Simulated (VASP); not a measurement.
# GaFe3 (P4/mmm) in VASP: single point with LDA

Aim: the single point of GaFe3 with LDA.

Program: VASP 6.6.1. These are calculated values, not measurements. Logs are shortened: lines on timing, memory, paths and dates and some standing lists are left out, and cuts for length are marked.

## (1) The cell of the first run

Symmetry: P4/mmm, No. 123, tetragonal system. Conventional cell: a = 3.665 Å, b = 3.665 Å, c = 3.775 Å, α = 90.00°, β = 90.00°, γ = 90.00°. Within 3.4 Å of Ga (site symmetry 4/mmm) lie 12 Fe at 2.59 to 2.63 Å. Within 3.4 Å of Fe (site symmetry mmm) lie 8 Fe at 2.59 to 2.63 Å and 4 Ga at 2.63 Å. Fe (site symmetry 4/mmm) has 4 Ga at 2.59 Å and 8 Fe at 2.63 Å within 3.4 Å.

## (2) Single point, LDA, collinear spin, ferromagnetic start (stretched by +2 % along [0.0, 0.0, 1.0] at fixed volume)

INCAR

```
PREC = Accurate
ENCUT = 520
EDIFF = 1E-6
ISMEAR = -1
SIGMA = 0.05
LREAL = False
LASPH = True
NELM = 150
ALGO = Normal
ISIF = 2
LWAVE = False
LCHARG = False
ISPIN = 2
MAGMOM = 0 3 3 3
LORBIT = 11
LMAXMIX = 4
GGA = CA
NBANDS = 30
```

KPOINTS

```
regular mesh
0
Gamma
  8 8 8
```

POSCAR

```
GaFe3
1.0
    3.6645360566      0.0000000000      0.0000000000
    0.0000000000      3.6645360566      0.0000000000
    0.0000000000      0.0000000000      3.7750200000
Ga Fe
1 3
Direct
    0.0000000000      0.0000000000      0.0000000000
    0.0000000000      0.5000000000      0.5000000000
    0.5000000000      0.0000000000      0.5000000000
    0.5000000000      0.5000000000      0.0000000000
```

Potentials or basis: VASP PAW LDA potentials, release 64 (Ga_d, Fe).

Launch:

```
> cat potpaw_LDA.64/Ga_d/POTCAR potpaw_LDA.64/Fe/POTCAR > POTCAR
> mpirun -np 1 vasp_std > vasp.out
```

OUTCAR:

```text
PREC = Accurate
   ENCUT = 520
   EDIFF = 1E-6
   ISMEAR = -1
   LREAL = False
   LASPH = True
   NELM = 150
   ISIF = 2
   ISPIN = 2
   LORBIT = 11
   GGA = CA

 ion  position               nearest neighbor table
   1  0.000  0.000  0.000-   4 2.59   4 2.59   4 2.59   4 2.59   3 2.63   2 2.63   3 2.63   2 2.63
                             3 2.63   2 2.63   3 2.63   2 2.63
   2  0.000  0.500  0.500-   3 2.59   3 2.59   3 2.59   3 2.59   4 2.63   1 2.63   1 2.63   1 2.63
                             4 2.63   4 2.63   4 2.63   1 2.63
   3  0.500  0.000  0.500-   2 2.59   2 2.59   2 2.59   2 2.59   4 2.63   1 2.63   4 2.63   4 2.63
                             1 2.63   4 2.63   1 2.63   1 2.63
   4  0.500  0.500  0.000-   1 2.59   1 2.59   1 2.59   1 2.59   3 2.63   2 2.63   3 2.63   3 2.63
                             3 2.63   2 2.63   2 2.63   2 2.63

  LATTYP: Found a simple tetragonal cell.
 ALAT       =     3.6645360566
 C/A-ratio  =     1.0301495037

  Lattice vectors:

 A1 = (   3.6645360566,   0.0000000000,   0.0000000000)
 A2 = (   0.0000000000,   3.6645360566,   0.0000000000)
 A3 = (   0.0000000000,   0.0000000000,   3.7750200000)

Analysis of symmetry for initial positions (statically):
=====================================================================
 Subroutine PRICEL returns:
 Original cell was already a primitive cell.

 Routine SETGRP: Setting up the symmetry group for a
 simple tetragonal supercell.

 Subroutine GETGRP returns: Found 16 space group operations
 (whereof 16 operations were pure point group operations)
 out of a pool of 16 trial point group operations.

The static configuration has the point symmetry D_4h.

Analysis of symmetry for dynamics (positions and initial velocities):
=====================================================================
 Subroutine PRICEL returns:
 Original cell was already a primitive cell.

 Routine SETGRP: Setting up the symmetry group for a
 simple tetragonal supercell.

 Subroutine GETGRP returns: Found 16 space group operations
 (whereof 16 operations were pure point group operations)
 out of a pool of 16 trial point group operations.

The dynamic configuration has the point symmetry D_4h.

Analysis of structural, dynamic, and magnetic symmetry:
=====================================================================
 Subroutine PRICEL returns:
 Original cell was already a primitive cell.

 Routine SETGRP: Setting up the symmetry group for a
 simple tetragonal supercell.

 Subroutine GETGRP returns: Found 16 space group operations
 (whereof 16 operations were pure point group operations)
 out of a pool of 16 trial point group operations.

The overall configuration has the point symmetry D_4h.

 Subroutine INISYM returns: Found 16 space group operations
 (whereof 16 operations are pure point group operations),
 and found     1 'primitive' translations

----------------------------------------------------------------------------------------

                                     Primitive cell

  volume of cell :      50.6941

  direct lattice vectors                    reciprocal lattice vectors
     3.664536057  0.000000000  0.000000000     0.272885840  0.000000000  0.000000000
     0.000000000  3.664536057  0.000000000     0.000000000  0.272885840  0.000000000
     0.000000000  0.000000000  3.775020000     0.000000000  0.000000000  0.264899259

  length of vectors
     3.664536057  3.664536057  3.775020000     0.272885840  0.272885840  0.264899259

  position of ions in fractional coordinates (direct lattice)
     0.000000000  0.000000000  0.000000000
     0.000000000  0.500000000  0.500000000
     0.500000000  0.000000000  0.500000000
     0.500000000  0.500000000  0.000000000

  ion indices of the primitive-cell ions
   primitive index   ion index
                 1           1
                 2           2
                 3           3
                 4           4

----------------------------------------------------------------------------------------

 KPOINTS: regular mesh

Automatic generation of k-mesh.
 Grid dimensions read from file:
 generate k-points for:    8    8    8

 Generating k-lattice:

  Cartesian coordinates                     Fractional coordinates (reciprocal lattice)
     0.034110730  0.000000000  0.000000000     0.125000000  0.000000000  0.000000000
     0.000000000  0.034110730  0.000000000     0.000000000  0.125000000  0.000000000
     0.000000000  0.000000000  0.033112407     0.000000000  0.000000000  0.125000000

  Length of vectors
     0.034110730  0.034110730  0.033112407

  Shift w.r.t. Gamma in fractional coordinates (k-lattice)
     0.000000000  0.000000000  0.000000000

 Subroutine IBZKPT returns following result:
 ===========================================

 Found     75 irreducible k-points:

 Following reciprocal coordinates:
            Coordinates               Weight
  0.000000  0.000000  0.000000      1.000000
  0.125000  0.000000  0.000000      4.000000
  0.250000  0.000000  0.000000      4.000000
  0.375000  0.000000  0.000000      4.000000
  0.500000  0.000000  0.000000      2.000000
  0.125000  0.125000  0.000000      4.000000
[... 16 lines left out ...]
  0.375000  0.125000  0.125000     16.000000
  0.500000  0.125000  0.125000      8.000000
 [... further k-points ...]
   k-points           NKPTS =     75   k-points in BZ     NKDIM =     75   number of bands    NBANDS=     30
   number of dos      NEDOS =    301   number of ions     NIONS =      4
   total plane-waves  NPLWV =  21952
   dimension x,y,z NGX =    28 NGY =   28 NGZ =   28
   dimension x,y,z NGXF=    56 NGYF=   56 NGZF=   56
   ions per type =               1   3
   NGX,Y,Z   is equivalent  to a cutoff of  12.70, 12.70, 12.33 a.u.
   NGXF,Y,Z  is equivalent  to a cutoff of  25.41, 25.41, 24.66 a.u.
 SYSTEM =  unknown system
   PREC   = accura    normal or accurate (medium, high low for compatibility)
   ISTART =      0    job   : 0-new  1-cont  2-samecut
   ICHARG =      2    charge: 1-file 2-atom 10-const
   ISPIN  =      2    spin polarized calculation?
   LNONCOLLINEAR =      F non collinear calculations
   LSORBIT =      F    spin-orbit coupling
   LASPH  =      T    aspherical Exc in radial PAW
   ENCUT  =  520.0 eV  38.22 Ry    6.18 a.u.   6.81  6.81  7.02*2*pi/ulx,y,z
   NELM   =    150;   NELMIN=  2; NELMDL= -5     # of ELM steps
   EDIFF  = 0.1E-05   stopping-criterion for ELM
   LREAL  =      F    real-space projection
   EDIFFG = 0.1E-04   stopping-criterion for IOM
   NSW    =      0    number of steps for IOM
   IBRION =     -1    ionic relax: 0-MD 1-quasi-New 2-CG
   NFREE  =      0    steps in history (QN), initial steepest desc. (CG)
   ISIF   =      2    stress and relaxation
   ISYM   =      2    0-nonsym 1-usesym 2-fastsym
   POTIM  = 0.5000    time-step for ionic-motion
   TEBEG  =    0.0;   TEEND  =   0.0 temperature during run
   PSTRESS=    0.0 pullay stress
   NELECT =      37.0000    total number of electrons
   NUPDOWN=      -1.0000    fix difference up-down
   EMIN   =  10.00;   EMAX   =-10.00  energy-range for DOS
   EFERMI =   0.00;   METHOD = LEGACY
   ISMEAR =    -1;   SIGMA  =   0.05  broadening in eV -4-tet -1-fermi 0-gaus
   EFERMI_NEDOS =   21; number of points for ismear=-14 and -15
   IALGO  =     38    algorithm
   IMIX   =      4    mixing-type and parameters
     AMIX     =   0.40;   BMIX     =  1.00
     AMIX_MAG =   1.60;   BMIX_MAG =  1.00
  volume/ion in A,a.u.               =      12.67        85.53
  Fermi-wavevector in a.u.,A,eV,Ry     =   1.473973  2.785406 29.559986  2.172598
  Thomas-Fermi vector in A             =   2.588801
   LORBIT       =     11    0 simple, 1 ext, 2 COOP (PROOUT), +10 PAW based schemes
   GGA     = CA    functional components
   LHFCALC =     F    Hartree Fock is set to
   AEXX    =    0.0000 exact exchange contribution
   IVDW    =     0    specifies the selected vdW correction
   LEPSILON=     F    determine dielectric tensor
   LRPA    =     F    only Hartree local field effects (RPA)
 spin polarized calculation
  energy-cutoff  :      520.00
  volume of cell :       50.69
 maximum number of plane-waves:      1396
 NGX is ok and might be reduce to    28
   NGX = 13   NGY = 13   NGZ = 15

 number of electron      36.9999998 magnetization       6.9320788

 Free energy of the ion-electron system (eV)
  ---------------------------------------------------
  ext. energy  EPLUGINS =         0.00000000
  ---------------------------------------------------
  free energy    TOTEN  =       -31.37026623 eV

  energy without entropy =      -31.35372362  energy(sigma->0) =      -31.36199492

 E-fermi :   5.8919     XC(G=0): -12.9820

 val. band max:        5.8864033020   @ k =   0.3750   0.2500   0.0000
 cond. band min:       5.8926844615   @ k =   0.3750   0.0000   0.3750
 fundamental gap:      0.0062811595
 Fermi energy:         5.8919083273

 spin component 1

 k-point     1 :       0.0000    0.0000    0.0000
  band No.  band energies     occupation
      1      -8.6898      1.00000
      2      -8.6825      1.00000
      3      -8.6586      1.00000
      4      -8.6456      1.00000
      5      -8.6456      1.00000
      6      -4.2441      1.00000
[... 781 lines left out ...]
     29      15.7523      0.00000
     30      17.3795      0.00000

 [... further k-points ...]

 spin component 2

 k-point     1 :       0.0000    0.0000    0.0000
  band No.  band energies     occupation
      1      -8.7025      1.00000
      2      -8.6948      1.00000
      3      -8.6652      1.00000
      4      -8.6548      1.00000
      5      -8.6548      1.00000
      6      -4.0424      1.00000
[... 781 lines left out ...]
     29      16.5812      0.00000
     30      18.0112      0.00000

 [... further k-points ...]

------------------------ aborting loop because EDIFF is reached ----------------------------------------

  FORCE on cell =-STRESS in cart. coord.  units (eV):
  Direction    XX          YY          ZZ          XY          YZ          ZX
  --------------------------------------------------------------------------------------
  -------------------------------------------------------------------------------------
  Total       -6.1464837     -6.1464837     -6.5740479      0.0000000      0.0000000      0.0000000
  in kB     -194.2585133   -194.2585133   -207.7716019      0.0000000      0.0000000      0.0000000
  external PRESSURE =    -198.7628761 kB  Pullay stress =       0.0000000 kB

 VOLUME and BASIS-vectors are now :
 -----------------------------------------------------------------------------
  energy-cutoff  :      520.00
  volume of cell :       50.69
      direct lattice vectors                 reciprocal lattice vectors
     3.664536057  0.000000000  0.000000000     0.272885840  0.000000000  0.000000000
     0.000000000  3.664536057  0.000000000     0.000000000  0.272885840  0.000000000
     0.000000000  0.000000000  3.775020000     0.000000000  0.000000000  0.264899259

 POSITION                                       TOTAL-FORCE (eV/Angst)
 -----------------------------------------------------------------------------------
      0.00000      0.00000      0.00000         0.000000      0.000000      0.000000
      0.00000      1.83227      1.88751         0.000000      0.000000      0.000000
      1.83227      0.00000      1.88751         0.000000      0.000000      0.000000
      1.83227      1.83227      0.00000         0.000000      0.000000      0.000000
 -----------------------------------------------------------------------------------
    total drift:                               -0.000000      0.000000      0.000000

  FREE ENERGIE OF THE ION-ELECTRON SYSTEM (eV)
  ---------------------------------------------------
  free  energy   TOTEN  =       -31.3702662337 eV

  energy  without entropy=      -31.3537236159  energy(sigma->0) =      -31.36199492

 total charge

# of ion       s       p       d       tot
------------------------------------------
    1        0.892   0.883  10.011  11.785
    2        0.431   0.457   6.240   7.128
    3        0.431   0.457   6.240   7.128
    4        0.428   0.458   6.249   7.135
--------------------------------------------------
tot          2.181   2.255  28.740  33.177

 magnetization (x)

# of ion       s       p       d       tot
------------------------------------------
    1       -0.007  -0.115   0.017  -0.106
    2       -0.000  -0.002   2.337   2.335
    3       -0.000  -0.002   2.337   2.335
    4        0.001  -0.004   2.294   2.291
--------------------------------------------------
tot         -0.007  -0.123   6.985   6.855
```

It took 5.7 min on 1 thread of Intel Xeon Platinum 8375C at 2.90GHz (Ice Lake), shared host; peak memory 0.27 GiB.

What came out:

| Item | Value |
| --- | --- |
| Free energy | -31.3703 eV |
| Pressure | -19.9 GPa |
| Net moment | 6.93 μB per cell |
| Site moments | Ga -0.11; Fe +2.33, +2.29 (each value once) μB |
| Valence electrons inside the program's atomic spheres | Ga 11.79; Fe 7.13 |

Stress tensor (GPa, compression positive):
```
-19.43   0.00   0.00
  0.00 -19.43   0.00
  0.00   0.00 -20.78
```

Levels at points of the mesh, in eV from the Fermi level:
Spin up:
```
           k point  band 19  band 20  band 21  band 22  band 23  band 24  band 25  band 26
(0.00, 0.00, 0.00)    -0.13    -0.13    -0.02     0.04     0.60     0.60     4.91     7.01
(0.50, 0.00, 0.00)    -1.46    -1.36    -0.95    -0.13     4.48     4.91     5.56     5.69
(0.50, 0.50, 0.00)    -1.36    -1.05    -1.01    -0.83     0.77     0.77     6.71     7.00
(0.00, 0.00, 0.50)    -1.42    -1.37    -0.89    -0.02     4.61     4.61     5.91     6.06
(0.50, 0.00, 0.50)    -1.40    -1.15    -1.09    -0.96     0.67     0.68     6.99     7.49
(0.50, 0.50, 0.50)    -1.45    -1.38    -0.40    -0.33    -0.33    -0.22     1.44     4.39
```
Spin down:
| k point | band 13 | band 14 | band 15 | band 16 | band 17 | band 18 |
| --- | --- | --- | --- | --- | --- | --- |
| (0.00, 0.00, 0.00) | 0.26 | 0.42 | 0.53 | 0.53 | 0.82 | 0.82 |
| (0.50, 0.00, 0.00) | -0.58 | -0.50 | -0.09 | 0.08 | 0.47 | 0.54 |
| (0.50, 0.50, 0.00) | -1.09 | -0.42 | -0.42 | 0.33 | 0.51 | 0.51 |
| (0.00, 0.00, 0.50) | -0.49 | -0.49 | -0.29 | 0.06 | 0.48 | 0.62 |
| (0.50, 0.00, 0.50) | -1.05 | -0.37 | -0.31 | 0.28 | 0.41 | 0.46 |
| (0.50, 0.50, 0.50) | -0.52 | -0.52 | -0.36 | 0.17 | 0.59 | 0.61 |

Caveat: the cell stands under tension.
